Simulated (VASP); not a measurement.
# CdS in VASP: further runs

CdS is run at these levels: PBEsol; tasks: single point.

Program: VASP 6.6.1. These are calculated values, not measurements. Logs are shortened: lines on timing, memory, paths and dates and some standing lists are left out, and cuts for length are marked.

## Step 1: The cell of the first run

The structure is hexagonal, space group P6_3mc (No. 186). The conventional cell has a = 4.122 Å, b = 4.122 Å, c = 6.717 Å, α = 90.00°, β = 90.00°, γ = 120.00°. Within 3.3 Å of Cd (site symmetry 3m) lie 4 S at 2.52 to 2.53 Å. S (site symmetry 3m) has 4 Cd at 2.52 to 2.53 Å within 3.3 Å.

## Step 2: Single point, PBEsol

The input, INCAR:

```
SYSTEM = CdS
PREC = Accurate ; ENCUT = 500
EDIFF = 1E-6 ; ISMEAR = 0
SIGMA = 0.1 ; LREAL = .FALSE.
LASPH = .TRUE. ; NELM = 120
ALGO = Normal ; ISIF = 2
LWAVE = .FALSE. ; LCHARG = .TRUE.
GGA = PS ; LELF = .TRUE.
LVHAR = .TRUE. ; NBANDS = 46
GGA_COMPAT = .FALSE.
```

The input, KPOINTS:

```
regular mesh
0
G
  4 4 4
  0 0 0
```

The input, POSCAR:

```
CdS
1.0
    4.1220757352      0.0000000000      0.0000000000
    0.0000000000      6.7170870940      0.0000000000
    0.0000000000      0.0000000000      7.1396445709
Cd S
4 4
Direct
    0.5000000000      0.0000000000      0.0000000000
    1.0000000000      0.5000000000      0.1666767000
    1.0000000000      0.0000000000      0.5000021000
    0.5000000000      0.5000000000      0.6666648000
    0.5000000000      0.6230000000      0.0000000000
    1.0000000000      0.1230000000      0.1666767000
    1.0000000000      0.6230000000      0.5000021000
    0.5000000000      0.1230000000      0.6666648000
```

Potentials or basis: VASP PAW PBE potentials, release 64 (Cd, S).

On the command line:

```sh
$ cat potpaw_PBE.64/Cd/POTCAR potpaw_PBE.64/S/POTCAR > POTCAR
$ mpirun -np 1 vasp_std > vasp.out
```

OUTCAR:

```text
SYSTEM = CdS
   PREC = Accurate
   ENCUT = 500
   EDIFF = 1E-6
   ISMEAR = 0
   LREAL = .FALSE.
   LASPH = .TRUE.
   NELM = 120
   ISIF = 2
   GGA = PS

 ion  position               nearest neighbor table
   1  0.500  0.000  0.000-   8 2.52   6 2.52   6 2.52   5 2.53
   2  0.000  0.500  0.167-   7 2.52   5 2.52   5 2.52   6 2.53
   3  0.000  0.000  0.500-   6 2.52   8 2.52   8 2.52   7 2.53
   4  0.500  0.500  0.667-   7 2.52   7 2.52   5 2.52   8 2.53
   5  0.500  0.623  0.000-   4 2.52   2 2.52   2 2.52   1 2.53
   6  0.000  0.123  0.167-   3 2.52   1 2.52   1 2.52   2 2.53
   7  0.000  0.623  0.500-   2 2.52   4 2.52   4 2.52   3 2.53
   8  0.500  0.123  0.667-   3 2.52   3 2.52   1 2.52   4 2.53

  LATTYP: Found a simple orthorhombic cell.
 ALAT       =     4.1220757352
 B/A-ratio  =     1.6295399516
 C/A-ratio  =     1.7320507991

  Lattice vectors:

 A1 = (   4.1220757352,   0.0000000000,   0.0000000000)
 A2 = (   0.0000000000,   6.7170870940,   0.0000000000)
 A3 = (   0.0000000000,   0.0000000000,   7.1396445709)

Analysis of symmetry for initial positions (statically):
=====================================================================
 Subroutine PRICEL returns:
 Original cell was already a primitive cell.

 Routine SETGRP: Setting up the symmetry group for a
 simple orthorhombic supercell.

 Subroutine GETGRP returns: Found  4 space group operations
 (whereof  2 operations were pure point group operations)
 out of a pool of  8 trial point group operations.

The static configuration has the point symmetry C_1h.
 The point group associated with its full space group is C_2v.

Analysis of symmetry for dynamics (positions and initial velocities):
=====================================================================
 Subroutine PRICEL returns:
 Original cell was already a primitive cell.

 Routine SETGRP: Setting up the symmetry group for a
 simple orthorhombic supercell.

 Subroutine GETGRP returns: Found  4 space group operations
 (whereof  2 operations were pure point group operations)
 out of a pool of  8 trial point group operations.

The dynamic configuration has the point symmetry C_1h.
 The point group associated with its full space group is C_2v.

 Subroutine INISYM returns: Found  4 space group operations
 (whereof  2 operations are pure point group operations),
 and found     1 'primitive' translations

----------------------------------------------------------------------------------------

                                     Primitive cell

  volume of cell :     197.6849

[... 108 lines left out ...]
   POTIM  = 0.5000    time-step for ionic-motion
   TEBEG  =    0.0;   TEEND  =   0.0 temperature during run
   PSTRESS=    0.0 pullay stress
   NELECT =      72.0000    total number of electrons
   NUPDOWN=      -1.0000    fix difference up-down
   EMIN   =  10.00;   EMAX   =-10.00  energy-range for DOS
   EFERMI =   0.00;   METHOD = LEGACY
   ISMEAR =     0;   SIGMA  =   0.10  broadening in eV -4-tet -1-fermi 0-gaus
   EFERMI_NEDOS =   21; number of points for ismear=-14 and -15
   IALGO  =     38    algorithm
   IMIX   =      4    mixing-type and parameters
     AMIX     =   0.40;   BMIX     =  1.00
     AMIX_MAG =   1.60;   BMIX_MAG =  1.00
  volume/ion in A,a.u.               =      24.71       166.76
  Fermi-wavevector in a.u.,A,eV,Ry     =   1.169126  2.209327 18.597185  1.366855
  Thomas-Fermi vector in A             =   2.305603
   LORBIT       =      0    0 simple, 1 ext, 2 COOP (PROOUT), +10 PAW based schemes
   GGA     = PS    functional components
   LHFCALC =     F    Hartree Fock is set to
   AEXX    =    0.0000 exact exchange contribution
   IVDW    =     0    specifies the selected vdW correction
   LEPSILON=     F    determine dielectric tensor
   LRPA    =     F    only Hartree local field effects (RPA)
 non-spin polarized calculation
 Gauss-broadening in eV      SIGMA  =   0.10
  energy-cutoff  :      500.00
  volume of cell :      197.68
 maximum number of plane-waves:      5078
   NGX = 15   NGY = 25   NGZ = 27

 number of electron      72.0000001 magnetization

 Free energy of the ion-electron system (eV)
  ---------------------------------------------------
  ext. energy  EPLUGINS =         0.00000000
  ---------------------------------------------------
  free energy    TOTEN  =       -27.24058295 eV

  energy without entropy =      -27.24058295  energy(sigma->0) =      -27.24058295

 E-fermi :   1.6865     XC(G=0):  -9.3872

 val. band max:        1.2506221357   @ k =   0.0000   0.0000   0.0000
 cond. band min:       2.3428484952   @ k =   0.0000   0.0000   0.0000
 fundamental gap:      1.0922263595
 Fermi energy:         1.6865160844

 k-point     1 :       0.0000    0.0000    0.0000
  band No.  band energies     occupation
      1     -11.1645      2.00000
      2     -10.7249      2.00000
      3     -10.7170      2.00000
      4     -10.5849      2.00000
      5      -6.4749      2.00000
      6      -6.4738      2.00000
[... 1165 lines left out ...]
     45       8.5801      0.00000
     46       8.5803      0.00000

 [... further k-points ...]

------------------------ aborting loop because EDIFF is reached ----------------------------------------

  FORCE on cell =-STRESS in cart. coord.  units (eV):
  Direction    XX          YY          ZZ          XY          YZ          ZX
  --------------------------------------------------------------------------------------
  -------------------------------------------------------------------------------------
  Total        0.7654224      0.2125797      0.5588074      0.0000000      0.0000000      0.0000000
  in kB        6.2035206      1.7228947      4.5289674      0.0000000      0.0000000      0.0000000
  external PRESSURE =       4.1517943 kB  Pullay stress =       0.0000000 kB

 VOLUME and BASIS-vectors are now :
 -----------------------------------------------------------------------------
  energy-cutoff  :      500.00
  volume of cell :      197.68
      direct lattice vectors                 reciprocal lattice vectors
     4.122075735  0.000000000  0.000000000     0.242596222  0.000000000  0.000000000
     0.000000000  6.717087094  0.000000000     0.000000000  0.148874056  0.000000000
     0.000000000  0.000000000  7.139644571     0.000000000  0.000000000  0.140062995

 POSITION                                       TOTAL-FORCE (eV/Angst)
 -----------------------------------------------------------------------------------
      2.06104      0.00000      0.00000         0.000000     -0.032195     -0.005671
      0.00000      3.35854      1.19001         0.000000     -0.032195      0.005671
      0.00000      0.00000      3.56984         0.000000     -0.032311     -0.005951
      2.06104      3.35854      4.75975         0.000000     -0.032311      0.005951
      2.06104      4.18475      0.00000         0.000000      0.032207     -0.004074
      0.00000      0.82620      1.19001         0.000000      0.032207      0.004074
      0.00000      4.18475      3.56984         0.000000      0.032300     -0.004411
      2.06104      0.82620      4.75975         0.000000      0.032300      0.004411
 -----------------------------------------------------------------------------------
    total drift:                                0.000000     -0.000233     -0.060351

  FREE ENERGIE OF THE ION-ELECTRON SYSTEM (eV)
  ---------------------------------------------------
  free  energy   TOTEN  =       -27.2405829549 eV

  energy  without entropy=      -27.2405829549  energy(sigma->0) =      -27.24058295
```

OSZICAR:

```text
N       E                     dE             d eps       ncg     rms          rms(c)
DAV:   1     0.505896875881E+03    0.50590E+03   -0.34234E+04  2484   0.140E+03
DAV:   2     0.426057221141E+01   -0.50164E+03   -0.48613E+03  2728   0.355E+02
DAV:   3    -0.287541351947E+02   -0.33015E+02   -0.32822E+02  2920   0.888E+01
DAV:   4    -0.292320616268E+02   -0.47793E+00   -0.47732E+00  2820   0.102E+01
DAV:   5    -0.292404619283E+02   -0.84003E-02   -0.83995E-02  2952   0.134E+00    0.157E+01
DAV:   6    -0.272923432644E+02    0.19481E+01   -0.43725E+00  3082   0.170E+01    0.123E+01
DAV:   7    -0.272632181531E+02    0.29125E-01   -0.16814E+00  2788   0.533E+00    0.530E+00
DAV:   8    -0.272452071232E+02    0.18011E-01   -0.28173E-01  2864   0.399E+00    0.822E-01
DAV:   9    -0.272405032091E+02    0.47039E-02   -0.48742E-02  3006   0.208E+00    0.247E-01
DAV:  10    -0.272403982410E+02    0.10497E-03   -0.28201E-03  2856   0.420E-01    0.143E-01
DAV:  11    -0.272404091274E+02   -0.10886E-04   -0.19475E-04  2854   0.705E-02    0.173E-01
DAV:  12    -0.272406033772E+02   -0.19425E-03   -0.27276E-04  2668   0.631E-02    0.207E-01
DAV:  13    -0.272406052767E+02   -0.18996E-05   -0.63464E-05  2852   0.525E-02    0.150E-01
DAV:  14    -0.272405990971E+02    0.61796E-05   -0.36277E-06  2242   0.120E-02    0.128E-01
DAV:  15    -0.272405863593E+02    0.12738E-04   -0.15955E-05  2356   0.133E-02    0.724E-02
DAV:  16    -0.272405827351E+02    0.36241E-05   -0.17546E-05  2818   0.158E-02    0.825E-03
DAV:  17    -0.272405829549E+02   -0.21976E-06   -0.16183E-06  1928   0.429E-03
   1 F= -.27240583E+02 E0= -.27240583E+02  d E =-.903129E-11
```

Run time: 3.5 min. Hardware: 1 thread of Intel Xeon 6975P-C (Granite Rapids), shared host; peak memory 0.37 GiB.

What came out:

- Free energy: -27.2406 eV
- Pressure: 0.4 GPa
- Largest force: 0.033 eV/Å
- Band gap on the k mesh: 1.09 eV

Forces on the atoms (eV/Å):
```
Cd   0.000 -0.032 -0.006
Cd   0.000 -0.032  0.006
Cd   0.000 -0.032 -0.006
Cd   0.000 -0.032  0.006
S    0.000  0.032 -0.004
S    0.000  0.032  0.004
S    0.000  0.032 -0.004
S    0.000  0.032  0.004
```

Levels at points of the mesh, in eV from the valence-band top:
```tsv
k point	band 33	band 34	band 35	band 36	band 37	band 38	band 39	band 40
(0.00, 0.00, 0.00)	-0.77	-0.05	0.00	0.00	1.09	2.68	3.63	3.76
(0.50, 0.00, 0.00)	-1.36	-1.36	-1.27	-1.27	4.40	4.40	4.79	4.79
(0.00, 0.50, 0.00)	-0.40	-0.40	-0.40	-0.40	2.76	2.76	3.35	3.35
(0.50, 0.50, 0.00)	-1.23	-1.23	-1.23	-1.23	4.17	4.17	4.17	4.17
(0.00, 0.00, 0.50)	-0.52	-0.52	-0.40	-0.40	2.90	2.90	3.92	3.92
(0.50, 0.00, 0.50)	-1.35	-1.35	-0.79	-0.79	3.63	3.63	3.76	3.76
(0.00, 0.50, 0.50)	-0.93	-0.93	-0.93	-0.93	3.74	3.74	3.74	3.74
(0.50, 0.50, 0.50)	-1.38	-1.38	-1.37	-1.37	3.35	3.35	3.35	3.35
```

Caveat: the PAW data sets were made with another functional, which shifts forces and pressure a little.

[end of part 1 of 2]
